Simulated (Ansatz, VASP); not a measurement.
**SnO in VASP and in Ansatz**

```xyz
8
Lattice="2.5000 -2.8600 0.0000 2.5000 2.8600 0.0000 0.0000 0.0000 11.1200" Properties=species:S:1:pos:R:3 pbc="T T T"
Sn    0.0000    0.0000    0.0000
Sn    0.0000    0.0000    5.5600
Sn    2.5000   -0.3375    2.8245
Sn    2.5000    0.3375    8.3845
O     3.4000   -1.4300    4.2256
O     1.6000    1.4300    9.7856
O     1.6000   -1.4300    4.2256
O     3.4000    1.4300    9.7856
```

Alike in both runs: task single point; functional PBE; k mesh 10 × 10 × 4; occupations gaussian, width 0.01 eV; no spin polarisation.

|  | VASP | Ansatz |
| --- | --- | --- |
| version | VASP 6.6.1 | Ansatz 0.2.0 |
| potentials or method | VASP PAW PBE potentials, release 64 (Sn_d, O), cutoff 520 eV | scalar-relativistic, plane waves, PAW |
| valence electrons in the cell | 80 | 80 |

Ansatz gave:

```
gap on the k mesh at the Fermi level (eV)                     : none
pressure (GPa)                                                : 10.0
traceless stress, the component that is largest in VASP (GPa) : 20.65
rms of the force components (eV/Å)                            : 3.709
```

Q: Estimate VASP's values.

A: gap on the k mesh at the Fermi level (eV): none; pressure (GPa): 10.2; traceless stress, the component that is largest in VASP (GPa): 20.55; rms of the force components (eV/Å): 3.733.

Atom by atom the forces differ by 0.044 eV/Å (rms over components). A gap of «none» marks a metal or a gap that the smearing closes. The functional is the same, so the differences come from potentials, cutoffs and numerics.
